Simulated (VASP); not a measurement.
# Yb2SbO2 (I4/mmm) in VASP: single point with r2SCAN

Aim: the single point of Yb2SbO2 with r2SCAN.

Program: VASP 6.6.1. These are calculated values, not measurements. Logs are shortened: lines on timing, memory, paths and dates and some standing lists are left out, and cuts for length are marked.

## (1) The cell of the first run

Symmetry: I4/mmm, No. 139, tetragonal system. Conventional cell: a = 3.809 Å, b = 3.809 Å, c = 13.003 Å, α = 90.00°, β = 90.00°, γ = 90.00°. Sb (site symmetry 4/mmm) has 10 Yb at 3.37 to 4.47 Å and 8 O at 3.77 Å and 4 Sb at 3.81 Å within 4.5 Å. Within 3.0 Å of O (site symmetry -4m2) lie 4 Yb at 2.26 Å and 4 O at 2.69 Å. Within 3.0 Å of Yb (site symmetry 4mm) lie 4 O at 2.26 Å.

## (2) Single point, r2SCAN

POSCAR reads:

```
Yb2SbO2
1.0
    0.0000000000      3.8085930000      0.0000000000
    3.8085930000      0.0000000000      0.0000000000
    1.9042970000      1.9042970000     -6.5012830000
Sb O Yb
1 2 2
Direct
    0.0000000000      0.0000000000      0.0000000000
    0.2500000000      0.7500000000      0.5000000000
    0.7500000000      0.2500000000      0.5000000000
    0.3440000000      0.3440000000      0.3120000000
    0.6560000000      0.6560000000      0.6880000000
```

INCAR.step1 reads:

```
SYSTEM = Yb2SbO2
  PREC = Accurate
  ENCUT = 520
  ISMEAR = 1
  SIGMA = 0.2868
  LREAL = .FALSE.
  LASPH = .TRUE.
  NELM = 60
  NBANDS = 40
  GGA = PE
  ALGO = Normal
  EDIFF = 1E-4
  LWAVE = .TRUE.
  LCHARG = .FALSE.
```

INCAR.step2 reads:

```
SYSTEM = Yb2SbO2
  PREC = Accurate
  ENCUT = 520
  EDIFF = 1E-6
  ISMEAR = 1
  SIGMA = 0.2868
  LREAL = .FALSE.
  LASPH = .TRUE.
  NELM = 60
  ALGO = Normal
  ISIF = 2
  LWAVE = .FALSE.
  LCHARG = .FALSE.
  METAGGA = R2SCAN
  LMIXTAU = .TRUE.
  NBANDS = 40
  ISTART = 1
```

KPOINTS reads:

```
Automatic mesh
0
G
  6 6 6
  0 0 0
```

Potentials or basis: VASP PAW PBE potentials, release 64 (Sb, O, Yb).

On the command line:

```sh
> cat potpaw_PBE.64/Sb/POTCAR potpaw_PBE.64/O/POTCAR potpaw_PBE.64/Yb/POTCAR > POTCAR
> cp INCAR.step1 INCAR
> mpirun -np 1 vasp_std > vasp.out
> cp INCAR.step2 INCAR
> mpirun -np 1 vasp_std > vasp.out
```

OUTCAR:

```text
SYSTEM = Yb2SbO2
   PREC = Accurate
   ENCUT = 520
   EDIFF = 1E-6
   ISMEAR = 1
   LREAL = .FALSE.
   LASPH = .TRUE.
   NELM = 60
   ISIF = 2
   METAGGA = R2SCAN
   ISTART = 1

 ion  position               nearest neighbor table
   1  0.000  0.000  0.000-   5 3.37   4 3.37   5 3.37   4 3.37   4 3.37   5 3.37   5 3.37   4 3.37

   2  0.250  0.750  0.500-   4 2.26   5 2.26   5 2.26   4 2.26
   3  0.750  0.250  0.500-   4 2.26   5 2.26   5 2.26   4 2.26
   4  0.344  0.344  0.312-   2 2.26   3 2.26   2 2.26   3 2.26   1 3.37   1 3.37   1 3.37   1 3.37
                             5 3.64   5 3.64   5 3.64   5 3.64
   5  0.656  0.656  0.688-   2 2.26   3 2.26   2 2.26   3 2.26   1 3.37   1 3.37   1 3.37   1 3.37
                             4 3.64   4 3.64   4 3.64   4 3.64

  LATTYP: Found a body centered tetragonal cell.
 ALAT       =     3.8085930000
 C/A-ratio  =     3.4140077451

  Lattice vectors:

 A1 = (  -1.9042970000,   1.9042960000,   6.5012830000)
 A2 = (   1.9042960000,  -1.9042970000,   6.5012830000)
 A3 = (   1.9042970000,   1.9042970000,  -6.5012830000)

Analysis of symmetry for initial positions (statically):
=====================================================================
 Subroutine PRICEL returns:
 Original cell was already a primitive cell.

 Routine SETGRP: Setting up the symmetry group for a
 body centered tetragonal supercell.

 Subroutine GETGRP returns: Found 16 space group operations
 (whereof 16 operations were pure point group operations)
 out of a pool of 16 trial point group operations.

The static configuration has the point symmetry D_4h.

Analysis of symmetry for dynamics (positions and initial velocities):
=====================================================================
 Subroutine PRICEL returns:
 Original cell was already a primitive cell.

 Routine SETGRP: Setting up the symmetry group for a
 body centered tetragonal supercell.

 Subroutine GETGRP returns: Found 16 space group operations
 (whereof 16 operations were pure point group operations)
 out of a pool of 16 trial point group operations.

The dynamic configuration has the point symmetry D_4h.

 Subroutine INISYM returns: Found 16 space group operations
 (whereof 16 operations are pure point group operations),
 and found     1 'primitive' translations

----------------------------------------------------------------------------------------

                                     Primitive cell
[... 98 lines left out ...]
   LREAL  =      F    real-space projection
   EDIFFG = 0.1E-04   stopping-criterion for IOM
   NSW    =      0    number of steps for IOM
   IBRION =     -1    ionic relax: 0-MD 1-quasi-New 2-CG
   NFREE  =      0    steps in history (QN), initial steepest desc. (CG)
   ISIF   =      2    stress and relaxation
   ISYM   =      2    0-nonsym 1-usesym 2-fastsym
   POTIM  = 0.5000    time-step for ionic-motion
   TEBEG  =    0.0;   TEEND  =   0.0 temperature during run
   PSTRESS=    0.0 pullay stress
   NELECT =      65.0000    total number of electrons
   NUPDOWN=      -1.0000    fix difference up-down
   EMIN   =  10.00;   EMAX   =-10.00  energy-range for DOS
   EFERMI =   0.00;   METHOD = LEGACY
   ISMEAR =     1;   SIGMA  =   0.29  broadening in eV -4-tet -1-fermi 0-gaus
   EFERMI_NEDOS =   21; number of points for ismear=-14 and -15
   IALGO  =     38    algorithm
   IMIX   =      4    mixing-type and parameters
     AMIX     =   0.40;   BMIX     =  1.00
     AMIX_MAG =   1.60;   BMIX_MAG =  1.00
  volume/ion in A,a.u.               =      18.86       127.28
  Fermi-wavevector in a.u.,A,eV,Ry     =   1.446116  2.732764 28.453215  2.091252
  Thomas-Fermi vector in A             =   2.564221
   LORBIT       =      0    0 simple, 1 ext, 2 COOP (PROOUT), +10 PAW based schemes
   METAGGA = R2SCAN    functional components
   LHFCALC =     F    Hartree Fock is set to
   AEXX    =    0.0000 exact exchange contribution
   IVDW    =     0    specifies the selected vdW correction
   LEPSILON=     F    determine dielectric tensor
   LRPA    =     F    only Hartree local field effects (RPA)
 non-spin polarized calculation
 Methfessel and Paxton  Order N= 1 SIGMA  =   0.29
  energy-cutoff  :      520.00
  volume of cell :       94.30
 maximum number of plane-waves:      2556
   NGX = 15   NGY = 15   NGZ = 27

 number of electron      64.9999997 magnetization

 Free energy of the ion-electron system (eV)
  ---------------------------------------------------
  ext. energy  EPLUGINS =         0.00000000
  ---------------------------------------------------
  free energy    TOTEN  =      -120.71771472 eV

  energy without entropy =     -120.86938214  energy(sigma->0) =     -120.76827053

 E-fermi :   3.1745     XC(G=0): -11.3369

 val. band max:        3.1740596022   @ k =   0.3333   0.1667  -0.0000
 cond. band min:       3.1745142286   @ k =  -0.1667  -0.1667   0.1667
 fundamental gap:      0.0004546265
 Fermi energy:         3.1744774467

 k-point     1 :       0.0000    0.0000    0.0000
  band No.  band energies     occupation
      1     -49.3227      2.00000
      2     -49.3034      2.00000
      3     -21.3235      2.00000
      4     -20.8167      2.00000
      5     -20.8166      2.00000
      6     -20.7821      2.00000
[... 1021 lines left out ...]
     39      10.0164      0.00000
     40      10.2459      0.00000

 [... further k-points ...]

------------------------ aborting loop because EDIFF is reached ----------------------------------------

  FORCE on cell =-STRESS in cart. coord.  units (eV):
  Direction    XX          YY          ZZ          XY          YZ          ZX
  --------------------------------------------------------------------------------------
  -------------------------------------------------------------------------------------
  Total       -2.3114079     -2.3114079     -2.2444076     -0.0000000      0.0000002      0.0000002
  in kB      -39.2698264    -39.2698264    -38.1315187     -0.0000000      0.0000029      0.0000029
  external PRESSURE =     -38.8903905 kB  Pullay stress =       0.0000000 kB

 VOLUME and BASIS-vectors are now :
 -----------------------------------------------------------------------------
  energy-cutoff  :      520.00
  volume of cell :       94.30
      direct lattice vectors                 reciprocal lattice vectors
     0.000000000  3.808593000  0.000000000     0.000000000  0.262564154  0.076907917
     3.808593000  0.000000000  0.000000000     0.262564154  0.000000000  0.076907917
     1.904297000  1.904297000 -6.501283000     0.000000000  0.000000000 -0.153815793

 POSITION                                       TOTAL-FORCE (eV/Angst)
 -----------------------------------------------------------------------------------
      0.00000      0.00000      0.00000         0.000000     -0.000000      0.000000
      3.80859      1.90430     -3.25064        -0.000000     -0.000000      0.000000
      1.90430      3.80859     -3.25064         0.000000      0.000000      0.000000
      1.90430      1.90430     -2.02840         0.000000      0.000000     -2.502073
      3.80859      3.80859     -4.47288        -0.000000     -0.000000      2.502073
 -----------------------------------------------------------------------------------
    total drift:                                0.000000      0.000000      0.000000

  FREE ENERGIE OF THE ION-ELECTRON SYSTEM (eV)
  ---------------------------------------------------
  free  energy   TOTEN  =      -120.7177147219 eV

  energy  without entropy=     -120.8693821435  energy(sigma->0) =     -120.76827053
```

OUTCAR.step1:

```text
SYSTEM = Yb2SbO2
   PREC = Accurate
   ENCUT = 520
   ISMEAR = 1
   LREAL = .FALSE.
   LASPH = .TRUE.
   NELM = 60
[... 1267 lines left out ...]
      1.90430      3.80859     -3.25064         0.000000     -0.000000     -0.000000
      1.90430      1.90430     -2.02840         0.000000      0.000000     -2.124829
      3.80859      3.80859     -4.47288        -0.000000     -0.000000      2.124829
 -----------------------------------------------------------------------------------
    total drift:                                0.000000      0.000000      0.000000

  FREE ENERGIE OF THE ION-ELECTRON SYSTEM (eV)
  ---------------------------------------------------
  free  energy   TOTEN  =       -31.7893532328 eV

  energy  without entropy=      -31.9942355090  energy(sigma->0) =      -31.85764732
```

Run time: 25 min. Hardware: 1 thread of AMD EPYC 7R43 (Zen 3), shared host; peak memory 0.26 GiB.

What came out:

```yaml
Free_energy: -120.7177 eV
Pressure: -3.9 GPa
Largest_force: 2.502 eV/Å
Band_gap_on_the_k_mesh: zero (an odd number of electrons rules out a gap without spin polarisation)
```

Forces on the atoms (eV/Å):
```
Sb   0.000  0.000  0.000
O    0.000  0.000  0.000
O    0.000  0.000  0.000
Yb   0.000  0.000 -2.502
Yb   0.000  0.000  2.502
```

Caveat: the cell stands under tension; the PAW data sets were made with another functional, which shifts forces and pressure a little; spin-orbit coupling is left out, which moves the levels of the heavy elements; an odd number of electrons without spin polarisation forces a metal; a magnetic or distorted state may lie lower.
